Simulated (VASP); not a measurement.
**CuSn2As3: single point with PBE**

Crystal: CuSn2As3.

```xyz
6
Lattice="2.9955 1.7295 4.7629 -2.9955 1.7295 4.7629 0.0000 -3.4589 4.7629" Properties=species:S:1:pos:R:3 pbc="T T T"
Cu    0.0000    0.0000    0.0000
Sn    0.0000    0.0000    8.9505
Sn    0.0000    0.0000    5.3382
As   -1.4978    0.8647    2.3815
As    1.4978    0.8647    2.3815
As    0.0000   -1.7295    2.3815
```

```json
{
 "Program": "VASP 6.6.1",
 "Task": "single point",
 "Functional": "PBE",
 "Potentials or basis": "VASP PAW PBE potentials, release 64 (Cu, Sn_d, As)",
 "Cutoff": "520 eV",
 "k mesh": "6 × 6 × 6",
 "Occupations": "gaussian, width 0.1 eV",
 "Spin": "no spin polarisation",
 "Dipole correction": "no",
 "Further INCAR settings": "ALGO = Normal; EDIFF = 1e-06; NBANDS = 36"
}
```

```json
{"Pressure": "-7.4 GPa", "Largest force": "0.184 eV/Å", "Band gap on the k mesh": "zero (band 27 reaches 6.57 eV, above the bottom of band 28 at 4.83 eV)"}
```

Forces in eV/Å, atoms in the order of the input:
```
Cu   0.000  0.000  0.000
Sn   0.000  0.000  0.184
Sn   0.000  0.000 -0.184
As   0.000  0.000  0.000
As   0.000  0.000  0.000
As   0.000  0.000  0.000
```

Stress tensor (GPa, compression positive):
```
-7.31  0.00  0.00
 0.00 -7.31  0.00
 0.00  0.00 -7.58
```

Levels at points of the mesh, in eV from the Fermi level:
```csv
k point,band 24,band 25,band 26,band 27,band 28,band 29,band 30,band 31
"(0.00, 0.00, 0.00)",-2.21,-1.56,-1.54,-1.54,-0.61,-0.61,-0.14,2.62
"(0.50, 0.00, 0.00)",-2.10,-1.44,-0.97,-0.80,-0.42,0.02,1.36,2.15
"(0.50, 0.50, 0.00)",-1.23,-1.12,-0.69,-0.66,0.23,0.85,1.38,1.71
"(0.50, 0.50, 0.50)",-1.62,-0.12,-0.12,-0.06,0.66,0.66,2.13,2.13
```

Run time: 3.5 min on 1 thread of AMD EPYC 7R43 64-Core Processor (Zen 3), with other jobs on the host, peak memory 0.37 GiB.

Caveat: spin-orbit coupling is left out, which moves the levels of the heavy elements.
